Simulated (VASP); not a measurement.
# Cd (P6_3/mmc) in VASP: notebook

Cd is run at these levels: PBE; tasks: single point.

All numbers are computed with VASP 6.6.1; they aren't measurements. Logs are shortened: lines on timing, memory, paths and dates and some standing lists are left out, and cuts for length are marked.

**1. The cell of the first run**

It takes space group P6_3/mmc (No. 194, hexagonal). Conventional cell: a = 2.979 Å, b = 2.979 Å, c = 5.618 Å, α = 90.00°, β = 90.00°, γ = 120.00°. Cd (site symmetry -6m2) has 12 Cd at 2.98 to 3.29 Å within 3.9 Å.

**2. Single point, PBE, non-collinear spin, zero start, spin-orbit coupling**

INCAR

```
  PREC = Accurate
  ENCUT = 520
  EDIFF = 1E-7
  ISMEAR = -1
  SIGMA = 0.05
  LREAL = F
  LASPH = T
  NELM = 150
  ALGO = Normal
  ISIF = 2
  LWAVE = F
  LCHARG = F
  MAGMOM = 0 0 0 0 0 0
  LORBIT = 11
  LSORBIT = T
  GGA_COMPAT = F
  LORBMOM = T
  GGA = PE
  NBANDS = 36
```

KPOINTS

```
regular mesh
0
Gamma
  14 14 7
```

POSCAR

```
Cd
1.0
    2.9788725081      0.0000000000      0.0000000000
   -1.4894362540      2.5797792666      0.0000000000
    0.0000000000      0.0000000000      5.6176500000
Cd
2
Direct
    0.3333333333      0.6666666667      0.2500000000
    0.6666666667      0.3333333333      0.7500000000
```

Potentials or basis: VASP PAW PBE potentials, release 64 (Cd).

On the command line:

```sh
> cat potpaw_PBE.64/Cd/POTCAR > POTCAR
> mpirun -np 1 vasp_ncl > vasp.out
```

OUTCAR:

```text
PREC = Accurate
   ENCUT = 520
   EDIFF = 1E-7
   ISMEAR = -1
   LREAL = F
   LASPH = T
   NELM = 150
   ISIF = 2
   LORBIT = 11
   LSORBIT = T
   GGA = PE

 ion  position               nearest neighbor table
   1  0.333  0.667  0.250-   2 3.29   2 3.29   2 3.29   2 3.29   2 3.29   2 3.29
   2  0.667  0.333  0.750-   1 3.29   1 3.29   1 3.29   1 3.29   1 3.29   1 3.29

  LATTYP: Found a hexagonal cell.
 ALAT       =     2.9788725081
 C/A-ratio  =     1.8858309594

  Lattice vectors:

 A1 = (   2.9788725081,   0.0000000000,   0.0000000000)
 A2 = (  -1.4894362540,   2.5797792666,   0.0000000000)
 A3 = (   0.0000000000,   0.0000000000,   5.6176500000)

Analysis of symmetry for initial positions (statically):
=====================================================================
 Subroutine PRICEL returns:
 Original cell was already a primitive cell.

 Routine SETGRP: Setting up the symmetry group for a
 hexagonal supercell.

 Subroutine GETGRP returns: Found 24 space group operations
 (whereof 12 operations were pure point group operations)
 out of a pool of 24 trial point group operations.

The static configuration has the point symmetry D_3d.
 The point group associated with its full space group is D_6h.

Analysis of symmetry for dynamics (positions and initial velocities):
=====================================================================
 Subroutine PRICEL returns:
 Original cell was already a primitive cell.

 Routine SETGRP: Setting up the symmetry group for a
 hexagonal supercell.

 Subroutine GETGRP returns: Found 24 space group operations
 (whereof 12 operations were pure point group operations)
 out of a pool of 24 trial point group operations.

The dynamic configuration has the point symmetry D_3d.
 The point group associated with its full space group is D_6h.

Analysis of structural, dynamic, and magnetic symmetry:
=====================================================================
 Subroutine PRICEL returns:
 Original cell was already a primitive cell.

 Routine SETGRP: Setting up the symmetry group for a
 hexagonal supercell.

 Subroutine GETGRP returns: Found 24 space group operations
 (whereof 12 operations were pure point group operations)
 out of a pool of 24 trial point group operations.

The overall configuration has the point symmetry D_3d.
 The point group associated with its full space group is D_6h.

 Subroutine INISYM returns: Found 24 space group operations
 (whereof 12 operations are pure point group operations),
 and found     1 'primitive' translations

----------------------------------------------------------------------------------------

                                     Primitive cell

  volume of cell :      43.1707

  direct lattice vectors                    reciprocal lattice vectors
     2.978872508  0.000000000  0.000000000     0.335697482  0.193815032  0.000000000
    -1.489436254  2.579779267  0.000000000     0.000000000  0.387630063  0.000000000
     0.000000000  0.000000000  5.617650000     0.000000000  0.000000000  0.178010378

  length of vectors
     2.978872508  2.978872508  5.617650000     0.387630063  0.387630063  0.178010378

  position of ions in fractional coordinates (direct lattice)
     0.333333333  0.666666667  0.250000000
     0.666666667  0.333333333  0.750000000

  ion indices of the primitive-cell ions
   primitive index   ion index
                 1           1
                 2           2

----------------------------------------------------------------------------------------

 KPOINTS: regular mesh

Automatic generation of k-mesh.
 Grid dimensions read from file:
 generate k-points for:   14   14    7

 Generating k-lattice:

  Cartesian coordinates                     Fractional coordinates (reciprocal lattice)
     0.023978392  0.013843931  0.000000000     0.071428571  0.000000000  0.000000000
     0.000000000  0.027687862  0.000000000     0.000000000  0.071428571  0.000000000
     0.000000000  0.000000000  0.025430054     0.000000000  0.000000000  0.142857143

  Length of vectors
     0.027687862  0.027687862  0.025430054

  Shift w.r.t. Gamma in fractional coordinates (k-lattice)
     0.000000000  0.000000000  0.000000000

 Subroutine IBZKPT returns following result:
 ===========================================

 Found     96 irreducible k-points:

 Following reciprocal coordinates:
            Coordinates               Weight
  0.000000  0.000000  0.000000      1.000000
  0.071429 -0.000000  0.000000      6.000000
  0.142857 -0.000000  0.000000      6.000000
  0.214286 -0.000000  0.000000      6.000000
  0.285714  0.000000  0.000000      6.000000
[... 40 lines left out ...]
   EDIFFG = 0.1E-05   stopping-criterion for IOM
   NSW    =      0    number of steps for IOM
   IBRION =     -1    ionic relax: 0-MD 1-quasi-New 2-CG
   NFREE  =      0    steps in history (QN), initial steepest desc. (CG)
   ISIF   =      2    stress and relaxation
   ISYM   =      2    0-nonsym 1-usesym 2-fastsym
   POTIM  = 0.5000    time-step for ionic-motion
   TEBEG  =    0.0;   TEEND  =   0.0 temperature during run
   PSTRESS=    0.0 pullay stress
   NELECT =      24.0000    total number of electrons
   NUPDOWN=      -1.0000    fix difference up-down
   EMIN   =  10.00;   EMAX   =-10.00  energy-range for DOS
   EFERMI =   0.00;   METHOD = LEGACY
   ISMEAR =    -1;   SIGMA  =   0.05  broadening in eV -4-tet -1-fermi 0-gaus
   EFERMI_NEDOS =   21; number of points for ismear=-14 and -15
   IALGO  =     38    algorithm
   IMIX   =      4    mixing-type and parameters
     AMIX     =   0.40;   BMIX     =  1.00
     AMIX_MAG =   1.60;   BMIX_MAG =  1.00
  volume/ion in A,a.u.               =      21.59       145.67
  Fermi-wavevector in a.u.,A,eV,Ry     =   1.346115  2.543789 24.654109  1.812026
  Thomas-Fermi vector in A             =   2.473973
   LORBIT       =     11    0 simple, 1 ext, 2 COOP (PROOUT), +10 PAW based schemes
   GGA     = PE    functional components
   LHFCALC =     F    Hartree Fock is set to
   AEXX    =    0.0000 exact exchange contribution
   IVDW    =     0    specifies the selected vdW correction
   LEPSILON=     F    determine dielectric tensor
   LRPA    =     F    only Hartree local field effects (RPA)
  energy-cutoff  :      520.00
  volume of cell :       43.17
 maximum number of plane-waves:      2372
 NGX is ok and might be reduce to    24
   NGX = 11   NGY = 11   NGZ = 21

 number of electron      23.9999993 magnetization       0.0000000     -0.0000000     -0.0000000

 number of electron      23.9999993 magnetization      -0.0000000     -0.0000000     -0.0000000

 number of electron      23.9999993 magnetization       0.0000000      0.0000000      0.0000000

 number of electron      23.9999993 magnetization       0.0000000      0.0000000     -0.0000000

 Free energy of the ion-electron system (eV)
  ---------------------------------------------------
  ext. energy  EPLUGINS =         0.00000000
  ---------------------------------------------------
  free energy    TOTEN  =        -1.52019737 eV

  energy without entropy =       -1.51408561  energy(sigma->0) =       -1.51714149

 E-fermi :   3.0046     XC(G=0): -11.0330

 val. band max:        3.0045227777   @ k =   0.3571   0.2143   0.2857
 cond. band min:       3.0444806814   @ k =   0.3571   0.2857   0.2857
 fundamental gap:      0.0399579038
 Fermi energy:         3.0045964800

 k-point     1 :       0.0000    0.0000    0.0000
  band No.  band energies     occupation
      1      -6.9932      1.00000
      2      -6.9932      1.00000
      3      -6.7720      1.00000
      4      -6.7720      1.00000
      5      -6.6239      1.00000
      6      -6.6239      1.00000
[... 925 lines left out ...]
     35       9.0355      0.00000
     36       9.0355      0.00000

 [... further k-points ...]
[... 5 lines left out ...]
  --------------------------------------------------------------------------------------
  -------------------------------------------------------------------------------------
  Total        1.0116519      1.0116519      0.5939375      0.0000000     -0.0000000     -0.0000000
  in kB       37.5450371     37.5450371     22.0425672      0.0000000     -0.0000000     -0.0000000
  external PRESSURE =      32.3775471 kB  Pullay stress =       0.0000000 kB

 VOLUME and BASIS-vectors are now :
 -----------------------------------------------------------------------------
  energy-cutoff  :      520.00
  volume of cell :       43.17
      direct lattice vectors                 reciprocal lattice vectors
     2.978872508  0.000000000  0.000000000     0.335697482  0.193815032  0.000000000
    -1.489436254  2.579779267  0.000000000     0.000000000  0.387630063  0.000000000
     0.000000000  0.000000000  5.617650000     0.000000000  0.000000000  0.178010378

 POSITION                                       TOTAL-FORCE (eV/Angst)
 -----------------------------------------------------------------------------------
     -0.00000      1.71985      1.40441        -0.000000     -0.000000      0.000000
      1.48944      0.85993      4.21324         0.000000      0.000000      0.000000
 -----------------------------------------------------------------------------------
    total drift:                                0.000000     -0.000000      0.000000

  FREE ENERGIE OF THE ION-ELECTRON SYSTEM (eV)
  ---------------------------------------------------
  free  energy   TOTEN  =        -1.5201973652 eV

  energy  without entropy=       -1.5140856058  energy(sigma->0) =       -1.51714149

 orbital moment (x)

 # of ion     p       d       tot
 ----------------------------------------
  1        -0.000   0.000   0.000
  2        -0.000   0.000   0.000
 ----------------------------------------
           -0.000   0.000   0.000

 orbital moment (y)

 # of ion     p       d       tot
 ----------------------------------------
  1         0.000  -0.000  -0.000
  2         0.000   0.000   0.000
 ----------------------------------------
            0.000  -0.000  -0.000

 orbital moment (z)

 # of ion     p       d       tot
 ----------------------------------------
  1         0.000   0.000   0.000
  2         0.000   0.000   0.000
 ----------------------------------------
            0.000   0.000   0.000

 Spin-Orbit-Coupling matrix elements

 Ion:    1  E_soc:     -0.0599972
 l=   1
     0.0000000    -0.0026992    -0.0030158
    -0.0026992     0.0000000    -0.0026992
    -0.0030158    -0.0026992     0.0000000
 l=   2
     0.0000000    -0.0014554     0.0000000    -0.0014554    -0.0058389
    -0.0014554     0.0000000    -0.0042459    -0.0014320    -0.0014554
     0.0000000    -0.0042459     0.0000000    -0.0042459     0.0000000
    -0.0014554    -0.0014320    -0.0042459     0.0000000    -0.0014554
    -0.0058389    -0.0014554     0.0000000    -0.0014554     0.0000000
 l=   3
     0.0000000     0.0000000     0.0000000     0.0000000     0.0000000     0.0000000     0.0000000
     0.0000000     0.0000000     0.0000000     0.0000000     0.0000000     0.0000000     0.0000000
     0.0000000     0.0000000     0.0000000     0.0000000     0.0000000     0.0000000     0.0000000
     0.0000000     0.0000000     0.0000000     0.0000000     0.0000000     0.0000000     0.0000000
     0.0000000     0.0000000     0.0000000     0.0000000     0.0000000     0.0000000     0.0000000
     0.0000000     0.0000000     0.0000000     0.0000000     0.0000000     0.0000000     0.0000000
     0.0000000     0.0000000     0.0000000     0.0000000     0.0000000     0.0000000     0.0000000

 Ion:    2  E_soc:     -0.0599972
 l=   1
     0.0000000    -0.0026992    -0.0030158
    -0.0026992     0.0000000    -0.0026992
    -0.0030158    -0.0026992     0.0000000
 l=   2
     0.0000000    -0.0014554     0.0000000    -0.0014554    -0.0058389
    -0.0014554     0.0000000    -0.0042459    -0.0014320    -0.0014554
     0.0000000    -0.0042459     0.0000000    -0.0042459     0.0000000
    -0.0014554    -0.0014320    -0.0042459     0.0000000    -0.0014554
    -0.0058389    -0.0014554     0.0000000    -0.0014554     0.0000000
 l=   3
     0.0000000     0.0000000     0.0000000     0.0000000     0.0000000     0.0000000     0.0000000
     0.0000000     0.0000000     0.0000000     0.0000000     0.0000000     0.0000000     0.0000000
     0.0000000     0.0000000     0.0000000     0.0000000     0.0000000     0.0000000     0.0000000
     0.0000000     0.0000000     0.0000000     0.0000000     0.0000000     0.0000000     0.0000000
     0.0000000     0.0000000     0.0000000     0.0000000     0.0000000     0.0000000     0.0000000
     0.0000000     0.0000000     0.0000000     0.0000000     0.0000000     0.0000000     0.0000000
     0.0000000     0.0000000     0.0000000     0.0000000     0.0000000     0.0000000     0.0000000

 total charge

# of ion       s       p       d       tot
------------------------------------------
    1        0.526   0.311   9.485  10.322
    2        0.526   0.311   9.485  10.322
--------------------------------------------------
tot          1.052   0.622  18.969  20.644

 magnetization (x)

# of ion       s       p       d       tot
------------------------------------------
    1        0.000   0.000   0.000   0.000
    2        0.000   0.000  -0.000  -0.000
--------------------------------------------------
tot          0.000   0.000   0.000   0.000

 magnetization (y)

# of ion       s       p       d       tot
------------------------------------------
    1        0.000   0.000   0.000   0.000
    2        0.000   0.000   0.000   0.000
--------------------------------------------------
tot          0.000   0.000   0.000   0.000

 magnetization (z)

# of ion       s       p       d       tot
------------------------------------------
    1        0.000   0.000   0.000   0.000
    2        0.000   0.000   0.000   0.000
--------------------------------------------------
tot          0.000   0.000   0.000   0.000
```

Wall time 3.2 min (1 thread of Intel Xeon Platinum 8259CL at 2.50GHz (Skylake/Cascade Lake), shared host); peak memory 0.38 GiB.

Results:

| Property | Result |
| --- | --- |
| Free energy | -1.5202 eV |
| Pressure | 3.2 GPa |
| Net moment | 0.00 μB per cell |
| Valence electrons inside the program's atomic spheres | Cd 10.32 |

Stress tensor (GPa, compression positive):
```
3.75 0.00 0.00
0.00 3.75 0.00
0.00 0.00 2.20
```

Moments on the atoms (μB; x, y, z):
```
Cd  0.00 0.00 0.00
Cd  0.00 0.00 0.00
```

Caveat: the cell stands under pressure.

**3. Single point, PBE (zz strain of -3 %)**

INCAR

```
SYSTEM = Cd
ALGO = Normal
EDIFF = 1E-6
ENCUT = 520
GGA = PE
ISIF = 2
ISMEAR = -1
LASPH = .TRUE.
LCHARG = .FALSE.
LREAL = .FALSE.
LWAVE = .FALSE.
NBANDS = 19
NELM = 80
PREC = Accurate
SIGMA = 0.05
```

KPOINTS

```
k-points
0
G
  14 14 7
  0 0 0
```

Edit POSCAR of step 2 so:

```diff
@@ -4,3 +4,3 @@
    -1.4894362540      2.5797792666      0.0000000000
-    0.0000000000      0.0000000000      5.6176500000
+    0.0000000000      0.0000000000      5.4491205000
 Cd
```

Potentials or basis: VASP PAW PBE potentials, release 64 (Cd).

On the command line:

```sh
> cat potpaw_PBE.64/Cd/POTCAR > POTCAR
> mpirun -np 1 vasp_std > vasp.out
```

It took 37 s on 1 thread of AMD EPYC 9R45 (Zen 5), shared host; peak memory 0.17 GiB.

It converged, with:

```yaml
Free_energy: -1.4355 eV
Pressure: 4.9 GPa
Band_gap_on_the_k_mesh: zero (bands 12 and 13 overlap by 3.84 eV)
```

Stress tensor (GPa, compression positive):
```
5.32 0.00 0.00
0.00 5.32 0.00
0.00 0.00 3.94
```

Levels at points of the mesh, in eV from the Fermi level:
```tsv
k point	band 8	band 9	band 10	band 11	band 12	band 13	band 14	band 15	band 16	band 17
(0.00, 0.00, 0.00)	-8.88	-8.88	-8.57	-8.57	-3.12	-2.72	11.52	14.26	14.65	14.65
(0.50, 0.00, 0.00)	-8.58	-8.33	-8.30	-2.57	-2.05	2.16	3.02	3.43	5.34	8.13
```

Caveat: the cell differs from its parent crystal (zz strain of -3 %); the cell stands under pressure.
